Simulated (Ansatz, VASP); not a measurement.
One calculation of ZrTa2C2, two programs

INCAR

```
PREC     = Accurate       # precision mode
ENCUT    = 520            # plane-wave cutoff, eV
EDIFF    = 1E-6           # SCF threshold, eV
ISMEAR   = 0              # smearing method
SIGMA    = 0.1            # smearing width, eV
LREAL    = F              # projectors in reciprocal space
LASPH    = T              # aspherical terms in the spheres
NELM     = 150            # most SCF steps
ALGO     = Normal         # electronic algorithm
ISIF     = 2              # what is computed and relaxed
LWAVE    = F              # write WAVECAR
LCHARG   = F              # write CHGCAR
ISPIN    = 2              # spin polarisation
MAGMOM   = 1 0 0 0 0      # initial moments
LORBIT   = 11             # projections on sites
LMAXMIX  = 4              # l up to which the mixer works
GGA      = PE             # functional
NBANDS   = 33             # bands
```

The input KPOINTS:

```
regular mesh
0
Gamma
  6 6 6
```

File POSCAR:

```
ZrTa2C2
1.0
    1.5970567990      0.9220611728      7.6699347126
   -1.5970567990      0.9220611728      7.6699347126
    0.0000000000     -1.8441223456      7.6699347126
Zr Ta C
1 2 2
Direct
    0.0000000000      0.0000000000      0.0000000000
    0.2196709129      0.2196709129      0.2196709129
    0.7803290871      0.7803290871      0.7803290871
    0.3964682585      0.3964682585      0.3964682585
    0.6035317415      0.6035317415      0.6035317415
```

Input for Ansatz:

```yaml
crystal:
  lattice:
    - [1.597056799, 0.9220611728, 7.6699347126]
    - [-1.597056799, 0.9220611728, 7.6699347126]
    - [0.0, -1.8441223456, 7.6699347126]
  atoms:
    - { symbol: Zr, position: [0.0, 0.0, 0.0], spin: 1.0 }
    - { symbol: Ta, position: [0.2196709129, 0.2196709129, 0.2196709129] }
    - { symbol: Ta, position: [0.7803290871, 0.7803290871, 0.7803290871] }
    - { symbol: C, position: [0.3964682585, 0.3964682585, 0.3964682585] }
    - { symbol: C, position: [0.6035317415, 0.6035317415, 0.6035317415] }
basis:
  ecutwfc: 420
kpoints:
  mp_grid: { grid: [6, 6, 6] }
hamiltonian:
  xc: pbe
scf:
  occupations: { method: gaussian, width: 0.1 }
  lower_state_search: "off"
output:
  forces: true
  stress: true
  eigenvalues: true
  populations: true
magnetization:
  spin_polarized: true
```

Change from the starting cell: species swapped into the CaIn2N2 type (C2/m, No. 12).

Alike in both runs: task single point; functional PBE; k mesh 6 × 6 × 6; occupations gaussian, width 0.1 eV; collinear spin.

|  | VASP | Ansatz |
| --- | --- | --- |
| version | VASP 6.6.1 | Ansatz 0.2.0 |
| potentials or method | VASP PAW PBE potentials, release 64 (Zr_sv, Ta_pv, C), cutoff 520 eV | scalar-relativistic, plane waves, PAW |
| valence electrons in the cell | 42 | 46 |

VASP gave:

* gap on the k mesh at the Fermi level (eV): none
* pressure (GPa): 0.6
* traceless stress, the component that is largest in VASP (GPa): 0.08
* rms of the force components (eV/Å): 0.022
* net moment per atom (μB): 0.00

Question: Estimate Ansatz's values.

Answer: gap on the k mesh at the Fermi level (eV): none; pressure (GPa): 0.3; traceless stress, the component that is largest in VASP (GPa): 0.11; rms of the force components (eV/Å): 0.009; net moment per atom (μB): 0.00.

Atom by atom the forces differ by 0.013 eV/Å (rms over components). A gap of «none» marks a metal or a gap that the smearing closes. VASP's potentials hold 42 valence electrons a cell and Ansatz's 46, so a difference there can come from the potentials and not from the codes. Ansatz's warnings: seeded moment not kept.

The k mesh is coarse, so the values compare programs but aren't converged. Neither program's run includes spin-orbit coupling.
